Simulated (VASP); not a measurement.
Wanted: the native input for a VASP 6.6.1 run.

```yaml
Task: single point
Functional: BLYP
Potentials_or_basis: VASP PAW PBE potentials, release 64 (Hf_pv, In_d, Si, O)
Cutoff: 520 eV
k_mesh: 4 × 4 × 3
Occupations: fermi-dirac, width 0.05 eV
Spin: no spin polarisation
Dipole_correction: no
Further_INCAR_settings: ALGO = Normal; EDIFF = 1e-06; NBANDS = 63
```

The structure of HfIn4SiO6 lies in POSCAR:

```
HfIn4SiO6
1.0
    2.7434107817     -4.7522098343      0.0069701565
    2.7434107817      4.7522098343      0.0069701565
   -1.8753574148      0.0000000000      7.5700648704
Hf In Si O
1 4 1 6
Direct
    0.2048743463      0.7951256537      0.0000000000
    0.3718716434      0.6281283566      0.5000000000
    0.5382521413      0.4617478587      0.0000000000
    0.0351256996      0.9648743004      0.5000000000
    0.7078370797      0.2921629203      0.5000000000
    0.8715482429      0.1284517571      0.0000000000
    0.1074373103      0.0687424920      0.8689360619
    0.9312575080      0.8925626897      0.1310639381
    0.8425638044      0.3796775424      0.8690265968
    0.6203224576      0.1574361956      0.1309734032
    0.1961985497      0.4684487832      0.1310728798
    0.5315512168      0.8038014503      0.8689271202
```

The input as run:

INCAR

```
SYSTEM = HfIn4SiO6
AGGAC = 1.0
AGGAX = 1.0
ALDAC = 0.0
ALDAX = 1.0
ALGO = Normal
EDIFF = 1E-6
ENCUT = 520
GGA = B5
ISIF = 2
ISMEAR = -1
LASPH = .TRUE.
LCHARG = .FALSE.
LREAL = .FALSE.
LWAVE = .FALSE.
NBANDS = 63
NELM = 60
PREC = Accurate
SIGMA = 0.05
```

KPOINTS

```
k-points
0
G
  4 4 3
  0 0 0
```

Potentials or basis: VASP PAW PBE potentials, release 64 (Hf_pv, In_d, Si, O).

The run is started by

```sh
$ cat potpaw_PBE.64/Hf_pv/POTCAR potpaw_PBE.64/In_d/POTCAR potpaw_PBE.64/Si/POTCAR potpaw_PBE.64/O/POTCAR > POTCAR
$ mpirun -np 1 vasp_std > vasp.out
```

Results of the run:

- Pressure: -0.1 GPa
- Largest force: 0.129 eV/Å
- Band gap on the k mesh: zero (bands 51 and 52 overlap by 0.96 eV)

Caveat: the PAW data sets were made with another functional, which shifts forces and pressure a little; spin-orbit coupling is left out, which moves the levels of the heavy elements.

It took 3.8 min on 1 thread of Intel(R) Xeon(R) Platinum 8488C (Sapphire Rapids), with other jobs on the host, peak memory 0.43 GiB.
